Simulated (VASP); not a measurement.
## BiS: single point with PBE

Crystal: BiS.

```
Bi S
1.0
     3.57983    0.00000   -0.01790
     0.00000    3.57983    0.00000
    -0.01790    0.00000    3.57983
Bi S
1 1
Cartesian
  0.0000 0.0000 0.0000
  1.7810 1.7899 1.7810
```

```json
{"Program": "VASP 6.6.1", "Task": "single point", "Functional": "PBE", "Potentials or basis": "VASP PAW PBE potentials, release 64 (Bi_d, S)", "Cutoff": "520 eV", "k mesh": "10 × 10 × 10", "Occupations": "gaussian, width 0.05 eV", "Spin": "no spin polarisation", "Dipole correction": "no", "Further INCAR settings": "ALGO = Normal; EDIFF = 1e-06; NBANDS = 18"}
```

```yaml
Pressure: -0.1 GPa
```

Levels at points of the mesh, in eV from the Fermi level:
```tsv
k point	band 6	band 7	band 8	band 9	band 10	band 11	band 12	band 13	band 14	band 15
(0.00, 0.00, 0.00)	-15.34	-9.35	-3.27	-3.22	-3.17	3.75	3.75	4.31	4.38	4.44
(0.50, 0.00, 0.00)	-13.39	-12.23	-1.95	-1.83	-1.82	-1.77	1.55	1.55	5.34	7.30
(0.00, 0.50, 0.00)	-13.39	-12.23	-1.94	-1.85	-1.80	-1.77	1.51	1.59	5.34	7.30
(0.50, 0.50, 0.00)	-12.56	-10.79	-6.37	-6.37	-1.55	2.35	2.36	3.29	5.79	7.51
(0.50, 0.00, 0.50)	-12.56	-10.79	-6.39	-6.36	-1.55	2.33	2.40	3.28	5.80	7.54
(0.50, 0.50, 0.50)	-12.19	-9.66	-3.97	-3.96	-3.96	-2.86	-2.83	-2.80	12.54	12.62
```

It took 42 s on 1 thread of Intel(R) Xeon(R) 6975P-C (Granite Rapids), on a shared host, peak memory 0.26 GiB.

Caveat: spin-orbit coupling is left out, which moves the levels of the heavy elements.
